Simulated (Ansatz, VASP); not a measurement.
HgTe: VASP beside Ansatz

Contents of POSCAR:

```
HgTe
1.0
   -3.0856813198      3.0856813198      1.5799309059
    3.0856813198     -3.0856813198      1.5799309059
    3.0856813198      3.0856813198     -1.5799309059
Hg Te
1 1
Direct
    0.2500000000      0.7500000000      0.5000000000
    0.0000000000      0.0000000000      0.0000000000
```

File INCAR.step1:

```
SYSTEM = HgTe
  PREC = Accurate
  ENCUT = 520
  ISMEAR = -1
  SIGMA = 0.1
  LREAL = .False.
  LASPH = .True.
  NELM = 100
  NBANDS = 16
  GGA = PE
  ALGO = Normal
  EDIFF = 1E-4
  LWAVE = .True.
  LCHARG = .False.
```

The input INCAR.step2:

```
SYSTEM = HgTe
  PREC = Accurate
  ENCUT = 520
  EDIFF = 1E-6
  ISMEAR = -1
  SIGMA = 0.1
  LREAL = .False.
  LASPH = .True.
  NELM = 100
  ALGO = Normal
  ISIF = 2
  LWAVE = .False.
  LCHARG = .False.
  METAGGA = R2SCAN
  LMIXTAU = .True.
  NBANDS = 16
  ISTART = 1
```

KPOINTS

```
regular mesh
0
Gamma
  8 8 8
  0 0 0
```

Input for Ansatz:

```yaml
crystal:
  lattice:
    - [-3.085681319752943, 3.085681319752943, 1.5799309059112225]
    - [3.085681319752943, -3.085681319752943, 1.5799309059112225]
    - [3.085681319752943, 3.085681319752943, -1.5799309059112225]
  atoms:
    - { symbol: Hg, position: [0.25, 0.75, 0.5] }
    - { symbol: Te, position: [0.0, 0.0, 0.0] }
basis:
  ecutwfc: 600.0
kpoints:
  mp_grid:
    grid: [8, 8, 8]
hamiltonian:
  xc: r2scan
  pseudopotentials:
    kind: paw
scf:
  occupations:
    method: fermi_dirac
    width: 0.1
output:
  stress: true
```

Alike in both runs: task single point; functional r2SCAN; k mesh 8 × 8 × 8; occupations fermi-dirac, width 0.1 eV; no spin polarisation.

|  | VASP | Ansatz |
| --- | --- | --- |
| version | VASP 6.6.1 | Ansatz 0.2.0 |
| potentials or method | VASP PAW PBE potentials, release 64 (Hg, Te), cutoff 520 eV | plane waves, PAW |
| valence electrons in the cell | 18 | 36 |

Ansatz gave:

```
pressure (GPa)                                                : -2.9
traceless stress, the component that is largest in VASP (GPa) : 0.26
```

**Question.** Which values does VASP return?

**Answer.** Pressure (GPa): -2.8; traceless stress, the component that is largest in VASP (GPa): 0.28.

VASP's potentials were made for PBE, not for r2SCAN. The functional is the same, so the differences come from potentials, cutoffs and numerics. VASP's potentials hold 18 valence electrons a cell and Ansatz's 36, so a difference there can come from the potentials and not from the codes.

Spin-orbit coupling is off throughout.
